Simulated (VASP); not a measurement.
Input of a VASP 6.6.1 run:

File INCAR:

```
PREC     = Accurate       # precision mode
ENCUT    = 520            # plane-wave cutoff, eV
EDIFF    = 1E-6           # SCF threshold, eV
ISMEAR   = -1             # smearing method
SIGMA    = 0.05           # smearing width, eV
LREAL    = F              # projectors in reciprocal space
LASPH    = T              # aspherical terms in the spheres
NELM     = 60             # most SCF steps
ALGO     = Normal         # electronic algorithm
ISIF     = 2              # what is computed and relaxed
LWAVE    = F              # write WAVECAR
LCHARG   = T              # write CHGCAR
GGA      = PE             # functional
LELF     = T              # ELF
LVHAR    = T            
NBANDS   = 14             # bands
```

Contents of KPOINTS:

```
regular mesh
0
Gamma
  15 15 15
```

POSCAR

```
HfC
1.0
    0.0000000000      2.3715000000      2.3250000000
    2.3715000000      0.0000000000      2.3250000000
    2.3715000000      2.3715000000      0.0000000000
Hf C
1 1
Direct
    0.5000000000      0.5000000000      0.5000000000
    0.0000000000      0.0000000000      0.0000000000
```

Potentials or basis: VASP PAW PBE potentials, release 64 (Hf_pv, C).

The run is started by

```bash
$ cat potpaw_PBE.64/Hf_pv/POTCAR potpaw_PBE.64/C/POTCAR > POTCAR
$ mpirun -np 1 vasp_std > vasp.out
```

Predict the band gap on the k mesh.

zero (band 7 reaches 6.69 eV, above the bottom of band 8 at 5.11 eV).

What does it give for the pressure?

-9.0 GPa.

Stress tensor (GPa, compression positive):
```
-11.22   0.00   0.00
  0.00 -11.22   0.00
  0.00   0.00  -4.51
```

Caveat: the cell differs from its parent crystal (equal xx and yy strain of +2 %); spin-orbit coupling is left out, which moves the levels of the heavy elements.
